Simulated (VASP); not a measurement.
# InGe (P4/nmm) in VASP: single point with PBE

Aim: the single point of InGe with PBE.

All numbers are computed with VASP 6.6.1; they aren't measurements. Logs are shortened: lines on timing, memory, paths and dates and some standing lists are left out, and cuts for length are marked.

### 1 The cell of the first run

Symmetry: P4/nmm, No. 129, tetragonal system. Conventional cell: a = 4.475 Å, b = 4.475 Å, c = 4.347 Å, α = 90.00°, β = 90.00°, γ = 90.00°. Ge (site symmetry 4mm) has 8 In at 2.80 to 3.48 Å and 4 Ge at 3.32 Å within 3.7 Å. Within 3.7 Å of In (site symmetry -4m2) lie 8 Ge at 2.80 to 3.48 Å and 4 In at 3.16 Å.

### 2 Single point, PBE

POSCAR

```
InGe
1.0
    4.4749120000      0.0000000000      0.0000000000
    0.0000000000      4.4749120000      0.0000000000
    0.0000000000      0.0000000000      4.3471090000
Ge In
2 2
Direct
    0.0000000000      0.5000000000      0.3855000000
    0.5000000000      0.0000000000      0.6145000000
    0.0000000000      0.0000000000      0.0000000000
    0.5000000000      0.5000000000      0.0000000000
```

INCAR.step1

```
  PREC = Accurate
  ENCUT = 520
  EDIFF = 1E-6
  ISMEAR = 0
  SIGMA = 0.0209
  LREAL = False
  LASPH = True
  NELM = 100
  ALGO = Normal
  ISIF = 2
  LWAVE = False
  LCHARG = True
  GGA = PE
  NBANDS = 35
```

KPOINTS.step1

```
regular mesh
0
Gamma
  8 8 8
```

INCAR.step2

```
  PREC = Accurate
  ENCUT = 520
  EDIFF = 1E-6
  ISMEAR = -5
  SIGMA = 0.0209
  LREAL = False
  LASPH = True
  NELM = 100
  ALGO = Normal
  ISIF = 2
  LWAVE = False
  LCHARG = False
  GGA = PE
  LORBIT = 10
  NBANDS = 35
  NEDOS = 1001
  ICHARG = 11
```

KPOINTS.step2

```
regular mesh
0
Gamma
  12 12 12
```

Potentials or basis: VASP PAW PBE potentials, release 64 (Ge_d, In_d).

On the command line:

```bash
$ cat potpaw_PBE.64/Ge_d/POTCAR potpaw_PBE.64/In_d/POTCAR > POTCAR
$ cp INCAR.step1 INCAR
$ cp KPOINTS.step1 KPOINTS
$ mpirun -np 1 vasp_std > vasp.out
$ cp INCAR.step2 INCAR
$ cp KPOINTS.step2 KPOINTS
$ mpirun -np 1 vasp_std > vasp.out
```

OUTCAR:

```text
PREC = Accurate
   ENCUT = 520
   EDIFF = 1E-6
   ISMEAR = -5
   LREAL = False
   LASPH = True
   NELM = 100
   ISIF = 2
   GGA = PE
   LORBIT = 10
   ICHARG = 11

 ion  position               nearest neighbor table
   1  0.000  0.500  0.386-   3 2.80   4 2.80   3 2.80   4 2.80
   2  0.500  0.000  0.614-   3 2.80   4 2.80   4 2.80   3 2.80
   3  0.000  0.000  0.000-   1 2.80   2 2.80   1 2.80   2 2.80   4 3.16   4 3.16   4 3.16   4 3.16

   4  0.500  0.500  0.000-   1 2.80   2 2.80   2 2.80   1 2.80   3 3.16   3 3.16   3 3.16   3 3.16

  LATTYP: Found a simple tetragonal cell.
 ALAT       =     4.4749120000
 C/A-ratio  =     0.9714401088

  Lattice vectors:

 A1 = (   4.4749120000,   0.0000000000,   0.0000000000)
 A2 = (   0.0000000000,   4.4749120000,   0.0000000000)
 A3 = (   0.0000000000,   0.0000000000,   4.3471090000)

Analysis of symmetry for initial positions (statically):
=====================================================================
 Subroutine PRICEL returns:
 Original cell was already a primitive cell.

 Routine SETGRP: Setting up the symmetry group for a
 simple tetragonal supercell.

 Subroutine GETGRP returns: Found 16 space group operations
 (whereof  8 operations were pure point group operations)
 out of a pool of 16 trial point group operations.

The static configuration has the point symmetry D_2d.
 The point group associated with its full space group is D_4h.

Analysis of symmetry for dynamics (positions and initial velocities):
=====================================================================
 Subroutine PRICEL returns:
 Original cell was already a primitive cell.

 Routine SETGRP: Setting up the symmetry group for a
 simple tetragonal supercell.

 Subroutine GETGRP returns: Found 16 space group operations
 (whereof  8 operations were pure point group operations)
 out of a pool of 16 trial point group operations.

The dynamic configuration has the point symmetry D_2d.
 The point group associated with its full space group is D_4h.

 Subroutine INISYM returns: Found 16 space group operations
 (whereof  8 operations are pure point group operations),
 and found     1 'primitive' translations

----------------------------------------------------------------------------------------

                                     Primitive cell

  volume of cell :      87.0502

  direct lattice vectors                    reciprocal lattice vectors
     4.474912000  0.000000000  0.000000000     0.223468082  0.000000000  0.000000000
     0.000000000  4.474912000  0.000000000     0.000000000  0.223468082  0.000000000
     0.000000000  0.000000000  4.347109000     0.000000000  0.000000000  0.230037940

  length of vectors
     4.474912000  4.474912000  4.347109000     0.223468082  0.223468082  0.230037940

  position of ions in fractional coordinates (direct lattice)
     0.000000000  0.500000000  0.385500000
     0.500000000  0.000000000  0.614500000
     0.000000000  0.000000000  0.000000000
     0.500000000  0.500000000  0.000000000

  ion indices of the primitive-cell ions
   primitive index   ion index
                 1           1
                 2           2
                 3           3
                 4           4

----------------------------------------------------------------------------------------

 KPOINTS: regular mesh

Automatic generation of k-mesh.
 Grid dimensions read from file:
 generate k-points for:   12   12   12

 Generating k-lattice:

  Cartesian coordinates                     Fractional coordinates (reciprocal lattice)
     0.018622340  0.000000000  0.000000000     0.083333333  0.000000000  0.000000000
     0.000000000  0.018622340  0.000000000     0.000000000  0.083333333  0.000000000
     0.000000000  0.000000000  0.019169828     0.000000000  0.000000000  0.083333333

  Length of vectors
     0.018622340  0.018622340  0.019169828

  Shift w.r.t. Gamma in fractional coordinates (k-lattice)
     0.000000000  0.000000000  0.000000000

 TETIRR: Found   2592 inequivalent tetrahedra from    10368

 Subroutine IBZKPT returns following result:
 ===========================================

 Found    196 irreducible k-points:

 Following reciprocal coordinates:
            Coordinates               Weight
  0.000000  0.000000  0.000000      1.000000
  0.083333  0.000000  0.000000      4.000000
  0.166667  0.000000  0.000000      4.000000
  0.250000  0.000000  0.000000      4.000000
  0.333333  0.000000  0.000000      4.000000
  0.416667  0.000000  0.000000      4.000000
[... 16 lines left out ...]
  0.333333  0.333333  0.000000      4.000000
  0.416667  0.333333  0.000000      8.000000
 [... further k-points ...]
   k-points           NKPTS =    196   k-points in BZ     NKDIM =    196   number of bands    NBANDS=     35
   number of dos      NEDOS =   1001   number of ions     NIONS =      4
   total plane-waves  NPLWV =  41472
   dimension x,y,z NGX =    36 NGY =   36 NGZ =   32
   dimension x,y,z NGXF=    72 NGYF=   72 NGZF=   64
   ions per type =               2   2
   NGX,Y,Z   is equivalent  to a cutoff of  13.37, 13.37, 12.24 a.u.
   NGXF,Y,Z  is equivalent  to a cutoff of  26.75, 26.75, 24.48 a.u.
 SYSTEM =  unknown system
   PREC   = accura    normal or accurate (medium, high low for compatibility)
   ISTART =      0    job   : 0-new  1-cont  2-samecut
   ICHARG =     11    charge: 1-file 2-atom 10-const
   ISPIN  =      1    spin polarized calculation?
   LNONCOLLINEAR =      F non collinear calculations
   LSORBIT =      F    spin-orbit coupling
   LASPH  =      T    aspherical Exc in radial PAW
   ENCUT  =  520.0 eV  38.22 Ry    6.18 a.u.   8.32  8.32  8.08*2*pi/ulx,y,z
   NELM   =    100;   NELMIN=  2; NELMDL=  0     # of ELM steps
   EDIFF  = 0.1E-05   stopping-criterion for ELM
   LREAL  =      F    real-space projection
   EDIFFG = 0.1E-04   stopping-criterion for IOM
   NSW    =      0    number of steps for IOM
   IBRION =     -1    ionic relax: 0-MD 1-quasi-New 2-CG
   NFREE  =      0    steps in history (QN), initial steepest desc. (CG)
   ISIF   =      2    stress and relaxation
   ISYM   =      2    0-nonsym 1-usesym 2-fastsym
   POTIM  = 0.5000    time-step for ionic-motion
   TEBEG  =    0.0;   TEEND  =   0.0 temperature during run
   PSTRESS=    0.0 pullay stress
   NELECT =      54.0000    total number of electrons
   NUPDOWN=      -1.0000    fix difference up-down
   EMIN   =  10.00;   EMAX   =-10.00  energy-range for DOS
   EFERMI =   0.00;   METHOD = LEGACY
   ISMEAR =    -5;   SIGMA  =   0.02  broadening in eV -4-tet -1-fermi 0-gaus
   EFERMI_NEDOS =   21; number of points for ismear=-14 and -15
   IALGO  =     38    algorithm
   IMIX   =      4    mixing-type and parameters
     AMIX     =   0.40;   BMIX     =  1.00
     AMIX_MAG =   1.60;   BMIX_MAG =  1.00
  volume/ion in A,a.u.               =      21.76       146.86
  Fermi-wavevector in a.u.,A,eV,Ry     =   1.396206  2.638447 26.523087  1.949392
  Thomas-Fermi vector in A             =   2.519583
   LORBIT       =     10    0 simple, 1 ext, 2 COOP (PROOUT), +10 PAW based schemes
   GGA     = PE    functional components
   LHFCALC =     F    Hartree Fock is set to
   AEXX    =    0.0000 exact exchange contribution
   IVDW    =     0    specifies the selected vdW correction
   LEPSILON=     F    determine dielectric tensor
   LRPA    =     F    only Hartree local field effects (RPA)
 non-spin polarized calculation
 Fermi weights with tetrahedron method with Bloechl corrections
  energy-cutoff  :      520.00
  volume of cell :       87.05
 maximum number of plane-waves:      2384
 NGX is ok and might be reduce to    36

 number of electron      54.0000004 magnetization

 Free energy of the ion-electron system (eV)
  ---------------------------------------------------
  ext. energy  EPLUGINS =         0.00000000
  ---------------------------------------------------
  free energy    TOTEN  =       -12.83586635 eV

  energy without entropy =      -12.83586635  energy(sigma->0) =      -12.83586635

 E-fermi :   7.3245     XC(G=0): -10.8168

 val. band max:        7.4126525847   @ k =   0.1667   0.0000   0.3333
 cond. band min:       7.0024414047   @ k =   0.0000   0.0000   0.5000
 fundamental gap:     -0.4102111800
 Fermi energy:         7.3244591152

 k-point     1 :       0.0000    0.0000    0.0000
  band No.  band energies     occupation
      1     -17.1367      2.00000
      2     -17.1361      2.00000
      3     -17.1152      2.00000
      4     -17.1135      2.00000
      5     -17.1135      2.00000
      6     -17.1135      2.00000
[... 27 lines left out ...]
     34      12.6367      0.00000
     35      14.7567      0.00000

 k-point     2 :       0.0833    0.0000    0.0000
  band No.  band energies     occupation
      1     -17.1363      2.00000
      2     -17.1358      2.00000
      3     -17.1157      2.00000
      4     -17.1139      2.00000
      5     -17.1138      2.00000
      6     -17.1137      2.00000
[... 27 lines left out ...]
     34      12.8238      0.00000
     35      14.6505      0.00000

 k-point     3 :       0.1667    0.0000    0.0000
  band No.  band energies     occupation
      1     -17.1351      2.00000
      2     -17.1348      2.00000
      3     -17.1169      2.00000
      4     -17.1151      2.00000
      5     -17.1144      2.00000
      6     -17.1143      2.00000
[... 27 lines left out ...]
     34      13.4092      0.00000
     35      14.4974      0.00000
[... 723 lines left out ...]
 k-point    23 :       0.3333    0.3333    0.0000
  band No.  band energies     occupation
      1     -17.1270      2.00000
      2     -17.1250      2.00000
      3     -17.1216      2.00000
      4     -17.1208      2.00000
      5     -17.1136      2.00000
      6     -17.1135      2.00000
[... 27 lines left out ...]
     34      12.6290      0.00000
     35      13.0010      0.00000

 k-point    24 :       0.4167    0.3333    0.0000
  band No.  band energies     occupation
      1     -17.1254      2.00000
      2     -17.1228      2.00000
      3     -17.1226      2.00000
      4     -17.1209      2.00000
      5     -17.1143      2.00000
      6     -17.1139      2.00000
[... 27 lines left out ...]
     34      13.0072      0.00000
     35      13.7943      0.00000

 [... further k-points ...]

------------------------ aborting loop because EDIFF is reached ----------------------------------------

  FORCE on cell =-STRESS in cart. coord.  units (eV):
  Direction    XX          YY          ZZ          XY          YZ          ZX
  --------------------------------------------------------------------------------------
  -------------------------------------------------------------------------------------
  Total        3.7588890      3.7588890      4.0064493      0.0000000      0.0000000      0.0000000
  in kB       69.1831856     69.1831856     73.7395884      0.0000000      0.0000000      0.0000000
  external PRESSURE =      70.7019865 kB  Pullay stress =       0.0000000 kB

 VOLUME and BASIS-vectors are now :
 -----------------------------------------------------------------------------
  energy-cutoff  :      520.00
  volume of cell :       87.05
      direct lattice vectors                 reciprocal lattice vectors
     4.474912000  0.000000000  0.000000000     0.223468082  0.000000000  0.000000000
     0.000000000  4.474912000  0.000000000     0.000000000  0.223468082  0.000000000
     0.000000000  0.000000000  4.347109000     0.000000000  0.000000000  0.230037940

 POSITION                                       TOTAL-FORCE (eV/Angst)
 -----------------------------------------------------------------------------------
      0.00000      2.23746      1.67581        -0.000000      0.000000      1.229089
      2.23746      0.00000      2.67130        -0.000000      0.000000     -1.229089
      0.00000      0.00000      0.00000        -0.000000      0.000000      0.000000
      2.23746      2.23746      0.00000         0.000000     -0.000000      0.000000
 -----------------------------------------------------------------------------------
    total drift:                                0.000000      0.000000      0.000000

  FREE ENERGIE OF THE ION-ELECTRON SYSTEM (eV)
  ---------------------------------------------------
  free  energy   TOTEN  =       -12.8358663451 eV

  energy  without entropy=      -12.8358663451  energy(sigma->0) =      -12.83586635

 total charge

# of ion       s       p       d       tot
------------------------------------------
    1        1.256   0.980  10.004  12.240
    2        1.256   0.980  10.004  12.240
    3        0.942   0.626   9.880  11.448
    4        0.942   0.626   9.880  11.448
--------------------------------------------------
tot          4.397   3.211  39.767  47.375
```

Wall time 3.9 min (1 thread of Intel Xeon 6975P-C (Granite Rapids), shared host); peak memory 0.55 GiB.

What came out:

```yaml
Valence_electrons_inside_the_program's_atomic_spheres: Ge 12.24; In 11.45
```

Levels at points of the mesh, in eV from the Fermi level:
| k point | band 25 | band 26 | band 27 | band 28 | band 29 | band 30 |
| --- | --- | --- | --- | --- | --- | --- |
| (0.00, 0.00, 0.00) | -2.92 | -1.84 | -1.42 | 2.16 | 2.16 | 2.33 |
| (0.50, 0.00, 0.00) | -1.25 | -1.25 | -1.06 | -1.06 | 1.85 | 1.85 |
| (0.50, 0.50, 0.00) | -0.17 | -0.17 | 0.80 | 0.80 | 1.94 | 1.94 |
| (0.00, 0.00, 0.50) | -1.25 | -0.98 | -0.98 | -0.72 | -0.32 | 1.32 |
| (0.50, 0.00, 0.50) | -0.09 | -0.09 | 0.16 | 0.16 | 1.17 | 1.17 |
| (0.50, 0.50, 0.50) | -4.08 | -4.08 | -3.83 | -3.83 | 6.10 | 6.10 |

Caveat: spin-orbit coupling is left out, which moves the levels of the heavy elements.
